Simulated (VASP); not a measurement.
Write the native input for VASP 6.6.1 that does the following.

```yaml
Task: single point
Functional: LDA
Potentials_or_basis: VASP PAW LDA potentials, release 64 (Ru_pv)
Cutoff: 520 eV
k_mesh: 6 × 6 × 6
Occupations: fermi-dirac, width 0.15 eV
Spin: no spin polarisation
Dipole_correction: no
Further_INCAR_settings: ALGO = Normal; EDIFF = 1e-06; NBANDS = 28
```

The structure of Ru lies in POSCAR:

```
Ru
1.0
    4.1024500000      0.0000000000      0.0000000000
    0.0000000000      4.1024500000      0.0000000000
    0.0000000000      0.0000000000      4.1024500000
Ru
3
Direct
    0.5000000000      0.0000000000      0.0000000000
    0.0000000000      0.5000000000      0.0000000000
    0.0000000000      0.0000000000      0.5000000000
```

These files were run (other wordings do the same):

INCAR

```
  ALGO = Normal
  EDIFF = 1E-6
  ENCUT = 520
  ISIF = 2
  ISMEAR = -1
  LASPH = True
  LCHARG = False
  LREAL = False
  LWAVE = False
  NBANDS = 28
  NELM = 100
  PREC = Accurate
  SIGMA = 0.15
```

KPOINTS

```
k-points
0
Gamma
  6 6 6
```

Potentials or basis: VASP PAW LDA potentials, release 64 (Ru_pv).

Command:

```bash
$ cat potpaw_LDA.64/Ru_pv/POTCAR > POTCAR
$ mpirun -np 1 vasp_std > vasp.out
```

Results of the run:

| Item | Value |
| --- | --- |
| Pressure | -38.3 GPa |
| Band gap on the k mesh | zero (band 21 reaches 5.70 eV, above the bottom of band 22 at 4.55 eV) |

Run time: 38 s on 1 thread of AMD EPYC 7R13, with other jobs on the host, peak memory 0.13 GiB.
